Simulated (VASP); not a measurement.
Here is a VASP 6.6.1 calculation.

The input POSCAR:

```
YZr
1.0
    3.4235830000      0.0000000000      0.0000000000
   -1.7117915000      2.9649098500      0.0000000000
    0.0000000000      0.0000000000      5.4025870000
Y Zr
1 1
Direct
    0.6666666667      0.3333333333      0.5000000000
    0.3333333333      0.6666666667      0.0000000000
```

File INCAR.step1:

```
PREC = Accurate ; ENCUT = 550
ISMEAR = -1 ; SIGMA = 0.1
LREAL = F ; LASPH = T
NELM = 200 ; ISPIN = 2
MAGMOM = 0 0 ; LMAXMIX = 4
NBANDS = 22 ; GGA = PE
ALGO = Normal ; EDIFF = 1E-5
LWAVE = T ; LCHARG = F
GGA_COMPAT = F
```

The input INCAR.step2:

```
PREC = Accurate ; ENCUT = 550
EDIFF = 1E-6 ; ISMEAR = -1
SIGMA = 0.1 ; LREAL = F
LASPH = T ; NELM = 200
ALGO = Normal ; ISIF = 2
LWAVE = F ; LCHARG = F
ISPIN = 2 ; MAGMOM = 0 0
LORBIT = 11 ; LMAXMIX = 4
METAGGA = R2SCAN ; LMIXTAU = T
NBANDS = 22 ; ISTART = 1
GGA_COMPAT = F
```

Contents of KPOINTS:

```
regular mesh
0
Gamma
  5 5 3
```

Potentials or basis: VASP PAW PBE potentials, release 64 (Y_sv, Zr_sv).

Launch:

```sh
$ cat potpaw_PBE.64/Y_sv/POTCAR potpaw_PBE.64/Zr_sv/POTCAR > POTCAR
$ cp INCAR.step1 INCAR
$ mpirun -np 1 vasp_std > vasp.out
$ cp INCAR.step2 INCAR
$ mpirun -np 1 vasp_std > vasp.out
```

Q: Predict the pressure.

A: 0.4 GPa.

Q: Predict the net moment.

A: 0.00 μB per cell.

Stress tensor (GPa, compression positive):
```
 0.88  0.00  0.00
 0.00  0.88  0.00
 0.00  0.00 -0.62
```

Caveat: the k points lie up to 0.42 Å⁻¹ apart; no moment was typed at the start, so none could form; the PAW data sets were made with another functional, which shifts forces and pressure a little.
